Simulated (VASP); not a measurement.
NaI:

```
CELL_PARAMETERS angstrom
0.00000 3.23640 3.23640
3.23640 0.00000 3.23640
3.23640 3.23640 0.00000
ATOMIC_POSITIONS crystal
I 0.50000 0.50000 0.50000
Na 0.00000 0.00000 0.00000
```

* Program: VASP 6.6.1
* Task: relaxation of cell and atoms
* Functional: PBEsol
* Dispersion: D4
* Potentials or basis: VASP PAW PBE potentials, release 64 (I, Na_pv)
* Cutoff: 600 eV
* k mesh: 7 × 7 × 7
* Occupations: fermi-dirac, width 0.05 eV
* Spin: no spin polarisation

At the start: pressure -0.9 GPa; volume 33.90 Å³/atom.

Q: Where does the relaxation end?

A: Over 3 steps the energy falls by 5.6 meV/atom and the volume is 32.04 Å³/atom (-5.5 %); space group Fm-3m (No. 225, to 0.1 Å) before and after.

The path:
| step | energy change (eV) | largest force (eV/Å) | pressure (GPa) | volume (Å³) |
| --- | --- | --- | --- | --- |
| 1 | 0.0000 | 0.0000 | -0.91 | 67.80 |
| 2 | -0.0083 | 0.0000 | -0.50 | 65.93 |
| 3 | -0.0113 | 0.0000 | -0.01 | 64.08 |

Final structure:
```yaml
crystal:
  lattice:
    - [0.00000, 3.17619, 3.17619]
    - [3.17619, 0.00000, 3.17619]
    - [3.17619, 3.17619, 0.00000]
  atoms:
    - { symbol: I, position: [0.50000, 0.50000, 0.50000] }
    - { symbol: Na, position: [0.00000, 0.00000, 0.00000] }
```

Caveat: the PAW data sets were made with another functional, which shifts forces and pressure a little.
